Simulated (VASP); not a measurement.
A run of VASP 6.6.1:

Contents of POSCAR:

```
TaN
1.0
    2.7323076900      0.0000000000      0.0000000000
    0.0000000000      2.7323076900      0.0000000000
    0.0000000000      0.0000000000      2.7323076900
Ta N
1 1
Direct
    0.0000000000      0.0000000000      0.0000000000
    0.5000000000      0.5000000000      0.5000000000
```

INCAR.step1

```
PREC = Accurate ; ENCUT = 600
EDIFF = 1E-5 ; ISMEAR = -1
SIGMA = 0.05 ; LREAL = F
LASPH = T ; NELM = 60
ALGO = Normal ; LWAVE = T
LCHARG = F ; GGA = PE
NBANDS = 15
```

File INCAR.step2:

```
PREC = Accurate ; ENCUT = 600
EDIFF = 1E-6 ; ISMEAR = -1
SIGMA = 0.05 ; LREAL = F
LASPH = T ; NELM = 60
ALGO = Normal ; ISIF = 3
LWAVE = F ; LCHARG = F
GGA = PE ; LHFCALC = T
AEXX = 0.25 ; HFSCREEN = 0.3
PRECFOCK = Normal ; IBRION = 2
NSW = 60 ; EDIFFG = -0.01
ISTART = 1
```

File KPOINTS:

```
regular mesh
0
Gamma
  5 5 5
```

Potentials or basis: VASP PAW PBE potentials, release 64 (Ta_pv, N).

Command:

```bash
$ cat potpaw_PBE.64/Ta_pv/POTCAR potpaw_PBE.64/N/POTCAR > POTCAR
$ cp INCAR.step1 INCAR
$ mpirun -np 1 vasp_std > vasp.out
$ cp INCAR.step2 INCAR
$ mpirun -np 1 vasp_std > vasp.out
```

Hardware: 1 thread of Intel Xeon 8259CL (shared host).

Estimate the wall time of this run.

Wall time 22 min on 1 thread of Intel Xeon 8259CL (shared host), peak memory 0.26 GiB. Counts: k points 10, ion steps 3.
